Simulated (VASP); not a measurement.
# HfN (Fm-3m) in VASP: a series of runs

Runs on HfN. Level: PBEsol. Tasks: single point.

Program: VASP 6.6.1. These are calculated values, not measurements. Logs are shortened: lines on timing, memory, paths and dates and some standing lists are left out, and cuts for length are marked.

### Step 1. The cell of the first run

It takes space group Fm-3m (No. 225, cubic). Conventional cell: a = 4.476 Å, b = 4.476 Å, c = 4.476 Å, α = 90.00°, β = 90.00°, γ = 90.00°. Hf (site symmetry m-3m) has 6 N at 2.24 Å within 3.0 Å. Within 3.0 Å of N (site symmetry m-3m) lie 6 Hf at 2.24 Å.

### Step 2. Single point, PBEsol

The input, INCAR:

```
SYSTEM = HfN
PREC = Accurate
ENCUT = 520
EDIFF = 1E-6
ISMEAR = 1
SIGMA = 0.1
LREAL = .FALSE.
LASPH = .TRUE.
NELM = 60
ALGO = Normal
ISIF = 2
LWAVE = .FALSE.
LCHARG = .FALSE.
GGA = PS
NBANDS = 14
```

The input, KPOINTS:

```
Automatic mesh
0
G
  10 10 10
  0 0 0
```

The input, POSCAR:

```
HfN
1.0
    3.1648878818      0.0000000000      0.0000000000
    1.5824439409      2.7408733058      0.0000000000
    1.5824439409      0.9136244353      2.5841201345
Hf N
1 1
Direct
    0.0000000000      0.0000000000      0.0000000000
    0.5000000000      0.5000000000      0.5000000000
```

Potentials or basis: VASP PAW PBE potentials, release 64 (Hf_pv, N).

Run with:

```bash
> cat potpaw_PBE.64/Hf_pv/POTCAR potpaw_PBE.64/N/POTCAR > POTCAR
> mpirun -np 1 vasp_std > vasp.out
```

OUTCAR:

```text
SYSTEM = HfN
   PREC = Accurate
   ENCUT = 520
   EDIFF = 1E-6
   ISMEAR = 1
   LREAL = .FALSE.
   LASPH = .TRUE.
   NELM = 60
   ISIF = 2
   GGA = PS

 ion  position               nearest neighbor table
   1  0.000  0.000  0.000-   2 2.24   2 2.24   2 2.24   2 2.24   2 2.24   2 2.24
   2  0.500  0.500  0.500-   1 2.24   1 2.24   1 2.24   1 2.24   1 2.24   1 2.24

  LATTYP: Found a face centered cubic cell.
 ALAT       =     4.4758273659

  Lattice vectors:

 A1 = (   3.1648878818,   0.0000000000,   0.0000000000)
 A2 = (   1.5824439409,   2.7408733058,   0.0000000000)
 A3 = (   1.5824439409,   0.9136244353,   2.5841201345)

Analysis of symmetry for initial positions (statically):
=====================================================================
 Subroutine PRICEL returns:
 Original cell was already a primitive cell.

 Routine SETGRP: Setting up the symmetry group for a
 face centered cubic supercell.

 Subroutine GETGRP returns: Found 48 space group operations
 (whereof 48 operations were pure point group operations)
 out of a pool of 48 trial point group operations.

The static configuration has the point symmetry O_h .

Analysis of symmetry for dynamics (positions and initial velocities):
=====================================================================
 Subroutine PRICEL returns:
 Original cell was already a primitive cell.

 Routine SETGRP: Setting up the symmetry group for a
 face centered cubic supercell.

 Subroutine GETGRP returns: Found 48 space group operations
 (whereof 48 operations were pure point group operations)
 out of a pool of 48 trial point group operations.

The dynamic configuration has the point symmetry O_h .

 Subroutine INISYM returns: Found 48 space group operations
 (whereof 48 operations are pure point group operations),
 and found     1 'primitive' translations

----------------------------------------------------------------------------------------

                                     Primitive cell

  volume of cell :      22.4161

  direct lattice vectors                    reciprocal lattice vectors
     3.164887882  0.000000000  0.000000000     0.315966959 -0.182423609 -0.128992971
     1.582443941  2.740873306  0.000000000     0.000000000  0.364847218 -0.128992971
     1.582443941  0.913624435  2.584120134     0.000000000  0.000000000  0.386978913

  length of vectors
     3.164887882  3.164887882  3.164887882     0.386978913  0.386978913  0.386978913

  position of ions in fractional coordinates (direct lattice)
     0.000000000  0.000000000  0.000000000
     0.500000000  0.500000000  0.500000000

  ion indices of the primitive-cell ions
   primitive index   ion index
                 1           1
                 2           2

----------------------------------------------------------------------------------------

 KPOINTS: Automatic mesh

Automatic generation of k-mesh.
 Grid dimensions read from file:
 generate k-points for:   10   10   10

 Generating k-lattice:

  Cartesian coordinates                     Fractional coordinates (reciprocal lattice)
     0.031596696 -0.018242361 -0.012899297     0.100000000 -0.000000000 -0.000000000
     0.000000000  0.036484722 -0.012899297     0.000000000  0.100000000  0.000000000
     0.000000000  0.000000000  0.038697891     0.000000000  0.000000000  0.100000000

  Length of vectors
     0.038697891  0.038697891  0.038697891

  Shift w.r.t. Gamma in fractional coordinates (k-lattice)
     0.000000000  0.000000000  0.000000000

 Subroutine IBZKPT returns following result:
 ===========================================

 Found     47 irreducible k-points:

 Following reciprocal coordinates:
            Coordinates               Weight
  0.000000  0.000000  0.000000      1.000000
  0.100000 -0.000000  0.000000      8.000000
  0.200000 -0.000000  0.000000      8.000000
  0.300000  0.000000  0.000000      8.000000
  0.400000  0.000000  0.000000      8.000000
  0.500000  0.000000  0.000000      4.000000
[... 16 lines left out ...]
  0.300000  0.300000 -0.000000      6.000000
  0.400000  0.300000 -0.000000     24.000000
 [... further k-points ...]
   k-points           NKPTS =     47   k-points in BZ     NKDIM =     47   number of bands    NBANDS=     14
   number of dos      NEDOS =    301   number of ions     NIONS =      2
   total plane-waves  NPLWV =  13824
   dimension x,y,z NGX =    24 NGY =   24 NGZ =   24
   dimension x,y,z NGXF=    48 NGYF=   48 NGZF=   48
   ions per type =               1   1
   NGX,Y,Z   is equivalent  to a cutoff of  12.61, 12.61, 12.61 a.u.
   NGXF,Y,Z  is equivalent  to a cutoff of  25.21, 25.21, 25.21 a.u.
 SYSTEM =  HfN
   PREC   = accura    normal or accurate (medium, high low for compatibility)
   ISTART =      0    job   : 0-new  1-cont  2-samecut
   ICHARG =      2    charge: 1-file 2-atom 10-const
   ISPIN  =      1    spin polarized calculation?
   LNONCOLLINEAR =      F non collinear calculations
   LSORBIT =      F    spin-orbit coupling
   LASPH  =      T    aspherical Exc in radial PAW
   ENCUT  =  520.0 eV  38.22 Ry    6.18 a.u.   5.88  5.88  5.88*2*pi/ulx,y,z
   NELM   =     60;   NELMIN=  2; NELMDL= -5     # of ELM steps
   EDIFF  = 0.1E-05   stopping-criterion for ELM
   LREAL  =      F    real-space projection
   EDIFFG = 0.1E-04   stopping-criterion for IOM
   NSW    =      0    number of steps for IOM
   IBRION =     -1    ionic relax: 0-MD 1-quasi-New 2-CG
   NFREE  =      0    steps in history (QN), initial steepest desc. (CG)
   ISIF   =      2    stress and relaxation
   ISYM   =      2    0-nonsym 1-usesym 2-fastsym
   POTIM  = 0.5000    time-step for ionic-motion
   TEBEG  =    0.0;   TEEND  =   0.0 temperature during run
   PSTRESS=    0.0 pullay stress
   NELECT =      15.0000    total number of electrons
   NUPDOWN=      -1.0000    fix difference up-down
   EMIN   =  10.00;   EMAX   =-10.00  energy-range for DOS
   EFERMI =   0.00;   METHOD = LEGACY
   ISMEAR =     1;   SIGMA  =   0.10  broadening in eV -4-tet -1-fermi 0-gaus
   EFERMI_NEDOS =   21; number of points for ismear=-14 and -15
   IALGO  =     38    algorithm
   IMIX   =      4    mixing-type and parameters
     AMIX     =   0.40;   BMIX     =  1.00
     AMIX_MAG =   1.60;   BMIX_MAG =  1.00
  volume/ion in A,a.u.               =      11.21        75.64
  Fermi-wavevector in a.u.,A,eV,Ry     =   1.431919  2.705935 27.897294  2.050393
  Thomas-Fermi vector in A             =   2.551603
   LORBIT       =      0    0 simple, 1 ext, 2 COOP (PROOUT), +10 PAW based schemes
   GGA     = PS    functional components
   LHFCALC =     F    Hartree Fock is set to
   AEXX    =    0.0000 exact exchange contribution
   IVDW    =     0    specifies the selected vdW correction
   LEPSILON=     F    determine dielectric tensor
   LRPA    =     F    only Hartree local field effects (RPA)
 non-spin polarized calculation
 Methfessel and Paxton  Order N= 1 SIGMA  =   0.10
  energy-cutoff  :      520.00
  volume of cell :       22.42
 maximum number of plane-waves:       620
   NGX = 11   NGY = 11   NGZ = 11

 number of electron      15.0000001 magnetization

 Free energy of the ion-electron system (eV)
  ---------------------------------------------------
  ext. energy  EPLUGINS =         0.00000000
  ---------------------------------------------------
  free energy    TOTEN  =       -22.98371329 eV

  energy without entropy =      -22.98293894  energy(sigma->0) =      -22.98345517

 E-fermi :   8.4790     XC(G=0): -13.0414

 val. band max:        8.4398333411   @ k =  -0.4000   0.3000  -0.0000
 cond. band min:       8.4946543451   @ k =  -0.1000   0.1000  -0.0000
 fundamental gap:      0.0548210040
 Fermi energy:         8.4790390544

 k-point     1 :       0.0000    0.0000    0.0000
  band No.  band energies     occupation
      1     -22.4914      2.00000
      2     -22.4914      2.00000
      3     -22.4914      2.00000
      4      -9.1603      2.00000
      5       5.4278      2.00000
      6       5.4278      2.00000
      7       5.4278      2.00000
      8       8.0648      2.00000
      9       8.0648      2.00000
     10       8.0648      2.00000
     11      10.4658     -0.00000
     12      10.4658     -0.00000
     13      10.5343      0.00000
     14      18.0579      0.00000

 k-point     2 :       0.1000   -0.0000    0.0000
  band No.  band energies     occupation
      1     -22.6055      2.00000
      2     -22.5006      2.00000
      3     -22.5006      2.00000
      4      -8.9141      2.00000
      5       4.4843      2.00000
      6       4.8543      2.00000
      7       4.8543      2.00000
      8       8.3116      2.03936
      9       8.4050      1.94666
     10       8.4050      1.94666
     11      11.2304      0.00000
     12      11.2412      0.00000
     13      11.2412      0.00000
     14      18.8547      0.00000

 k-point     3 :       0.2000   -0.0000    0.0000
  band No.  band energies     occupation
      1     -22.8913      2.00000
      2     -22.5247      2.00000
      3     -22.5247      2.00000
      4      -8.2545      2.00000
      5       2.7722      2.00000
      6       3.8166      2.00000
      7       3.8166      2.00000
      8       8.7204     -0.00338
      9       9.2517     -0.00000
     10       9.2517     -0.00000
     11      12.6808      0.00000
     12      12.9828      0.00000
     13      12.9828      0.00000
     14      20.7645      0.00000
[... 324 lines left out ...]
 k-point    23 :       0.3000    0.3000   -0.0000
  band No.  band energies     occupation
      1     -23.1271      2.00000
      2     -22.7183      2.00000
      3     -22.7183      2.00000
      4      -7.7966      2.00000
      5       1.5391      2.00000
      6       4.5718      2.00000
      7       4.5718      2.00000
      8       5.4070      2.00000
      9      11.8058      0.00000
     10      12.4608      0.00000
     11      12.7107      0.00000
     12      12.7107      0.00000
     13      17.7746      0.00000
     14      20.8226      0.00000

 k-point    24 :       0.4000    0.3000   -0.0000
  band No.  band energies     occupation
      1     -23.2479      2.00000
      2     -22.7866      2.00000
      3     -22.7539      2.00000
      4      -7.6905      2.00000
      5       1.7816      2.00000
      6       3.7808      2.00000
      7       4.3027      2.00000
      8       5.8965      2.00000
      9      12.6813      0.00000
     10      13.2448      0.00000
     11      13.4002      0.00000
     12      13.5290      0.00000
     13      17.9407      0.00000
     14      20.0945      0.00000

 [... further k-points ...]

------------------------ aborting loop because EDIFF is reached ----------------------------------------

  FORCE on cell =-STRESS in cart. coord.  units (eV):
  Direction    XX          YY          ZZ          XY          YZ          ZX
  --------------------------------------------------------------------------------------
  -------------------------------------------------------------------------------------
  Total        0.4037909      0.4037909      0.4037909     -0.0000000      0.0000000      0.0000000
  in kB       28.8607163     28.8607163     28.8607163     -0.0000000      0.0000000      0.0000000
  external PRESSURE =      28.8607163 kB  Pullay stress =       0.0000000 kB

 VOLUME and BASIS-vectors are now :
 -----------------------------------------------------------------------------
  energy-cutoff  :      520.00
  volume of cell :       22.42
      direct lattice vectors                 reciprocal lattice vectors
     3.164887882  0.000000000  0.000000000     0.315966959 -0.182423609 -0.128992971
     1.582443941  2.740873306  0.000000000     0.000000000  0.364847218 -0.128992971
     1.582443941  0.913624435  2.584120134     0.000000000  0.000000000  0.386978913

 POSITION                                       TOTAL-FORCE (eV/Angst)
 -----------------------------------------------------------------------------------
      0.00000      0.00000      0.00000        -0.000000     -0.000000      0.000000
      3.16489      1.82725      1.29206         0.000000      0.000000      0.000000
 -----------------------------------------------------------------------------------
    total drift:                               -0.000000      0.000000     -0.000000

  FREE ENERGIE OF THE ION-ELECTRON SYSTEM (eV)
  ---------------------------------------------------
  free  energy   TOTEN  =       -22.9837132900 eV

  energy  without entropy=      -22.9829389431  energy(sigma->0) =      -22.98345517
```

It took 7.1 s on 1 thread of Intel Xeon Platinum 8559C (Emerald Rapids), shared host; peak memory 0.14 GiB.

What came out:

| Item | Value |
| --- | --- |
| Free energy | -22.9837 eV |
| Pressure | 2.9 GPa |

Levels at points of the mesh, in eV from the Fermi level:
| k point | band 5 | band 6 | band 7 | band 8 | band 9 | band 10 | band 11 | band 12 |
| --- | --- | --- | --- | --- | --- | --- | --- | --- |
| (0.00, 0.00, 0.00) | -3.05 | -3.05 | -3.05 | -0.41 | -0.41 | -0.41 | 1.99 | 1.99 |
| (0.50, 0.00, 0.00) | -9.10 | -6.35 | -6.35 | 3.40 | 3.83 | 3.83 | 4.53 | 9.19 |
| (0.50, 0.50, 0.00) | -5.41 | -4.00 | -3.70 | -3.70 | 4.22 | 5.75 | 5.75 | 5.92 |

Caveat: the PAW data sets were made with another functional, which shifts forces and pressure a little; spin-orbit coupling is left out, which moves the levels of the heavy elements.

### Step 3. Single point, PBEsol

This run uses another cell than the first one, of 11.03 Å³/atom, 0.984 times its volume.

The input, INCAR:

```
  PREC = Accurate
  ENCUT = 520
  EDIFF = 1E-7
  ISMEAR = 1
  SIGMA = 0.1
  LREAL = F
  LASPH = T
  NELM = 60
  ALGO = Normal
  ISIF = 2
  LWAVE = F
  LCHARG = T
  GGA = PS
  LELF = T
  LVHAR = T
  NBANDS = 14
```

The input, KPOINTS:

```
Automatic mesh
0
Gamma
  10 10 10
```

The input, POSCAR:

```
HfN
1.0
    3.1482504191      0.0000000000      0.0000000000
    1.5741252096      2.7264648404      0.0000000000
    1.5741252096      0.9088216135      2.5705357031
Hf N
1 1
Direct
    0.0000000000      0.0000000000      0.0000000000
    0.5000000000      0.5000000000      0.5000000000
```

Potentials or basis: VASP PAW PBE potentials, release 64 (Hf_pv, N).

Run with:

```bash
> cat potpaw_PBE.64/Hf_pv/POTCAR potpaw_PBE.64/N/POTCAR > POTCAR
> mpirun -np 1 vasp_std > vasp.out
```

Run time: 7.6 s. Hardware: 1 thread of Intel Xeon Platinum 8559C (Emerald Rapids), shared host; peak memory 0.15 GiB.

The run converged. Its results:

```
Free energy : -22.9717 eV
Pressure    : 7.9 GPa
```

Levels at points of the mesh, in eV from the Fermi level:
```csv
k point,band 6,band 7,band 8,band 9,band 10,band 11
"(0.00, 0.00, 0.00)",-3.07,-3.07,-0.43,-0.43,-0.43,2.03
"(0.50, 0.00, 0.00)",-6.43,-6.43,3.47,3.91,3.91,4.62
"(0.50, 0.50, 0.00)",-4.07,-3.71,-3.71,4.31,5.87,5.87
```

Caveat: the PAW data sets were made with another functional, which shifts forces and pressure a little; spin-orbit coupling is left out, which moves the levels of the heavy elements.
